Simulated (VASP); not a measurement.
# AlNi (P4/mmm) in VASP: further runs, part 2 of 2

VASP 6.6.1.

### Step 4. Single point, r2SCAN

This run uses another cell than the first one, of 11.74 Å³/atom.

POSCAR

```
AlNi
1.0
    2.8599321482      0.0000000000      0.0000000000
    0.0000000000      2.8599321482      0.0000000000
    0.0000000000      0.0000000000      2.8700173037
Al Ni
1 1
Direct
    0.0000000000      0.0000000000      0.0000000000
    0.5000000000      0.5000000000      0.5000000000
```

INCAR.step1

```
SYSTEM = AlNi
PREC     = Accurate       ! precision mode
ENCUT    = 520            ! plane-wave cutoff, eV
ISMEAR   = 0              ! smearing method
SIGMA    = 0.1            ! smearing width, eV
LREAL    = .FALSE.        ! projectors in reciprocal space
LASPH    = .TRUE.         ! aspherical terms in the spheres
NELM     = 100            ! most SCF steps
NBANDS   = 14             ! bands
GGA      = PE             ! functional
ALGO     = Normal         ! electronic algorithm
EDIFF    = 1E-4           ! SCF threshold, eV
LWAVE    = .TRUE.         ! write WAVECAR
LCHARG   = .FALSE.        ! write CHGCAR
```

INCAR.step2

```
SYSTEM = AlNi
PREC     = Accurate       ! precision mode
ENCUT    = 520            ! plane-wave cutoff, eV
EDIFF    = 1E-7           ! SCF threshold, eV
ISMEAR   = 0              ! smearing method
SIGMA    = 0.1            ! smearing width, eV
LREAL    = .FALSE.        ! projectors in reciprocal space
LASPH    = .TRUE.         ! aspherical terms in the spheres
NELM     = 100            ! most SCF steps
ALGO     = Normal         ! electronic algorithm
ISIF     = 2              ! what is computed and relaxed
LWAVE    = .FALSE.        ! write WAVECAR
LCHARG   = .FALSE.        ! write CHGCAR
METAGGA  = R2SCAN         ! meta-GGA
LMIXTAU  = .TRUE.       
NBANDS   = 14             ! bands
ISTART   = 1
```

KPOINTS

```
Automatic mesh
0
G
  18 18 18
  0 0 0
```

Potentials or basis: VASP PAW PBE potentials, release 64 (Al, Ni).

Started as:

```sh
> cat potpaw_PBE.64/Al/POTCAR potpaw_PBE.64/Ni/POTCAR > POTCAR
> cp INCAR.step1 INCAR
> mpirun -np 1 vasp_std > vasp.out
> cp INCAR.step2 INCAR
> mpirun -np 1 vasp_std > vasp.out
```

OUTCAR:

```text
SYSTEM = AlNi
   PREC = Accurate
   ENCUT = 520
   EDIFF = 1E-7
   ISMEAR = 0
   LREAL = .FALSE.
   LASPH = .TRUE.
   NELM = 100
   ISIF = 2
   METAGGA = R2SCAN
   ISTART = 1

 ion  position               nearest neighbor table
   1  0.000  0.000  0.000-   2 2.48   2 2.48   2 2.48   2 2.48   2 2.48   2 2.48   2 2.48   2 2.48

   2  0.500  0.500  0.500-   1 2.48   1 2.48   1 2.48   1 2.48   1 2.48   1 2.48   1 2.48   1 2.48

  LATTYP: Found a simple tetragonal cell.
 ALAT       =     2.8599321482
 C/A-ratio  =     1.0035263618

  Lattice vectors:

 A1 = (   2.8599321482,   0.0000000000,   0.0000000000)
 A2 = (   0.0000000000,   2.8599321482,   0.0000000000)
 A3 = (   0.0000000000,   0.0000000000,   2.8700173037)

Analysis of symmetry for initial positions (statically):
=====================================================================
 Subroutine PRICEL returns:
 Original cell was already a primitive cell.

 Routine SETGRP: Setting up the symmetry group for a
 simple tetragonal supercell.

 Subroutine GETGRP returns: Found 16 space group operations
 (whereof 16 operations were pure point group operations)
 out of a pool of 16 trial point group operations.

The static configuration has the point symmetry D_4h.

[... 169 lines left out ...]
  band No.  band energies     occupation
      1      -1.7211      2.00000
      2       6.6970      2.00000
      3       6.7016      2.00000
      4       8.4924      2.00000
      5       8.4924      2.00000
      6       8.5007      2.00000
      7      16.0180      0.00000
      8      16.1540      0.00000
      9      16.1540      0.00000
     10      18.5740      0.00000
     11      18.6067      0.00000
     12      25.5139      0.00000
     13      32.3576      0.00000
     14      32.3583      0.00000
[... 377 lines left out ...]
      1       0.6343      2.00000
      2       5.5983      2.00000
      3       7.1011      2.00000
      4       7.8356      2.00000
      5       7.9225      2.00000
      6       8.4737      2.00000
      7      10.1262      1.25974
      8      16.2217      0.00000
      9      18.8346      0.00000
     10      19.8755      0.00000
     11      23.2215      0.00000
     12      24.9309      0.00000
     13      25.1461      0.00000
     14      28.2634      0.00000

 [... further k-points ...]
[... 5 lines left out ...]
  --------------------------------------------------------------------------------------
  -------------------------------------------------------------------------------------
  Total       -0.0275646     -0.0275646     -0.0644241      0.0000000      0.0000000      0.0000000
  in kB       -1.8813341     -1.8813341     -4.3970638      0.0000000      0.0000000      0.0000000
  external PRESSURE =      -2.7199107 kB  Pullay stress =       0.0000000 kB

 VOLUME and BASIS-vectors are now :
 -----------------------------------------------------------------------------
  energy-cutoff  :      520.00
  volume of cell :       23.47
      direct lattice vectors                 reciprocal lattice vectors
     2.859932148  0.000000000  0.000000000     0.349658645  0.000000000  0.000000000
     0.000000000  2.859932148  0.000000000     0.000000000  0.349658645  0.000000000
     0.000000000  0.000000000  2.870017304     0.000000000  0.000000000  0.348429955

 POSITION                                       TOTAL-FORCE (eV/Angst)
 -----------------------------------------------------------------------------------
      0.00000      0.00000      0.00000         0.000000      0.000000      0.000000
      1.42997      1.42997      1.43501         0.000000      0.000000      0.000000
 -----------------------------------------------------------------------------------
    total drift:                                0.000000      0.000000     -0.000000

  FREE ENERGIE OF THE ION-ELECTRON SYSTEM (eV)
  ---------------------------------------------------
  free  energy   TOTEN  =       -20.0703684898 eV

  energy  without entropy=      -20.0666723071  energy(sigma->0) =      -20.06852040
```

OUTCAR.step1:

```text
SYSTEM = AlNi
   PREC = Accurate
   ENCUT = 520
   ISMEAR = 0
   LREAL = .FALSE.
   LASPH = .TRUE.
[... 632 lines left out ...]
      0.00000      0.00000      0.00000         0.000000      0.000000      0.000000
      1.42997      1.42997      1.43501         0.000000      0.000000      0.000000
 -----------------------------------------------------------------------------------
    total drift:                                0.000000      0.000000     -0.000000

  FREE ENERGIE OF THE ION-ELECTRON SYSTEM (eV)
  ---------------------------------------------------
  free  energy   TOTEN  =       -10.5290679958 eV

  energy  without entropy=      -10.5253862164  energy(sigma->0) =      -10.52722711
```

OSZICAR.step1:

```text
N       E                     dE             d eps       ncg     rms          rms(c)
DAV:   1     0.406972490615E+02    0.40697E+02   -0.54106E+03 15766   0.979E+02
DAV:   2    -0.102099679162E+02   -0.50907E+02   -0.46037E+02 16498   0.181E+02
DAV:   3    -0.119574772907E+02   -0.17475E+01   -0.17287E+01 19558   0.367E+01
DAV:   4    -0.119808154934E+02   -0.23338E-01   -0.23332E-01 18220   0.388E+00
DAV:   5    -0.119815059711E+02   -0.69048E-03   -0.69047E-03 19886   0.726E-01    0.120E+01
DAV:   6    -0.137558799532E+02   -0.17744E+01   -0.44809E+01 18130   0.937E+01    0.154E+01
DAV:   7    -0.105543189452E+02    0.32016E+01   -0.13409E+01 18364   0.560E+01    0.972E-01
DAV:   8    -0.105428300036E+02    0.11489E-01   -0.25844E-01 19452   0.533E+00    0.988E-01
DAV:   9    -0.105293213644E+02    0.13509E-01   -0.42180E-02 19706   0.267E+00    0.178E-01
DAV:  10    -0.105290716113E+02    0.24975E-03   -0.10614E-03 20924   0.425E-01    0.757E-02
DAV:  11    -0.105290679958E+02    0.36155E-05   -0.28444E-05 10352   0.596E-02
   1 F= -.10529068E+02 E0= -.10527227E+02  d E =-.368178E-02
```

Wall time 10 min (1 thread of Intel Xeon 8259CL, shared host); peak memory 0.3 GiB.

Results:

```
Free energy            : -20.0704 eV
Pressure               : -0.3 GPa
Band gap on the k mesh : zero (an odd number of electrons rules out a gap without spin polarisation)
```

Stress tensor (GPa, compression positive):
```
-0.19  0.00  0.00
 0.00 -0.19  0.00
 0.00  0.00 -0.44
```

Caveat: the PAW data sets were made with another functional, which shifts forces and pressure a little.

### Step 5. Single point, r2SCAN (biaxial strain in the a-b plane: +1.0 %, then relaxed in part)

POSCAR

```
AlNi
1.0
    2.8885314697      0.0000000000      0.0000000000
    0.0000000000      2.8885314697      0.0000000000
    0.0000000000      0.0000000000      2.8318712814
Al Ni
1 1
Direct
    0.0000000000      0.0000000000      0.0000000000
    0.5000000000      0.5000000000      0.5000000000
```

INCAR.step1

```
SYSTEM = AlNi
PREC = Accurate ; ENCUT = 520
ISMEAR = 0 ; SIGMA = 0.1
LREAL = .False. ; LASPH = .True.
NELM = 60 ; NBANDS = 14
GGA = PE ; ALGO = Normal
EDIFF = 1E-4 ; LWAVE = .True.
LCHARG = .False.
```

INCAR.step2

```
SYSTEM = AlNi
PREC = Accurate ; ENCUT = 520
EDIFF = 1E-7 ; ISMEAR = 0
SIGMA = 0.1 ; LREAL = .False.
LASPH = .True. ; NELM = 60
ALGO = Normal ; ISIF = 2
LWAVE = .False. ; LCHARG = .False.
METAGGA = R2SCAN ; LMIXTAU = .True.
NBANDS = 14 ; ISTART = 1
```

KPOINTS

```
regular mesh
0
Gamma
  18 18 18
  0 0 0
```

Started as:

```sh
> cat potpaw_PBE.64/Al/POTCAR potpaw_PBE.64/Ni/POTCAR > POTCAR
> cp INCAR.step1 INCAR
> mpirun -np 1 vasp_std > vasp.out
> cp INCAR.step2 INCAR
> mpirun -np 1 vasp_std > vasp.out
```

Run time: 10 min. Hardware: 1 thread of Intel Xeon 8259CL, shared host; peak memory 0.3 GiB.

The run converged. Its results:

```
Free energy            : -20.0681 eV
Pressure               : -1.4 GPa
Band gap on the k mesh : zero (an odd number of electrons rules out a gap without spin polarisation)
```

Stress tensor (GPa, compression positive):
```
-1.95  0.00  0.00
 0.00 -1.95  0.00
 0.00  0.00 -0.23
```

Levels at points of the mesh, in eV from the Fermi level:
```
           k point  band 5  band 6  band 7  band 8  band 9  band 10
(0.00, 0.00, 0.00)   -1.62   -1.62    5.68    5.68    6.45     8.33
(0.50, 0.00, 0.00)   -2.30   -1.53   -0.71    8.64   10.34    11.06
(0.50, 0.50, 0.00)   -2.14   -2.14   -1.09    1.47    2.63    13.77
(0.00, 0.00, 0.50)   -2.41   -1.56   -0.55    8.65   10.42    10.42
(0.50, 0.00, 0.50)   -2.24   -2.21   -1.04    1.67    2.82    13.24
(0.50, 0.50, 0.50)   -0.99    2.00    2.00    2.05    4.53     4.57
```

Caveat: the cell differs from its parent crystal (biaxial strain in the a-b plane: +1.0 %, then relaxed in part); the PAW data sets were made with another functional, which shifts forces and pressure a little.

### Step 6. Overview

| cell | gap on the mesh (eV) | pressure (GPa) |
| --- | --- | --- |
| a = 2.803, b = 2.803, c = 2.948 Å, 2 atoms | none | 2.3 |
| a = 2.831, b = 2.831, c = 2.908 Å, 2 atoms | none | 1.0 |
| a = 2.860, b = 2.860, c = 2.870 Å, 2 atoms | none | -0.3 |
| a = 2.889, b = 2.889, c = 2.832 Å, 2 atoms | none | -1.4 |

Alike in all rows: task single point; level r2SCAN; potentials or basis VASP PAW PBE potentials, release 64 (Al, Ni); no spin polarisation; k mesh 18 × 18 × 18; cutoff (eV) 520; smearing gaussian 0.1 eV.

Caveats: the PAW data sets were made with another functional, which shifts forces and pressure a little.

Total energies depend on the potentials used, so only differences within one code and one set of settings carry meaning.
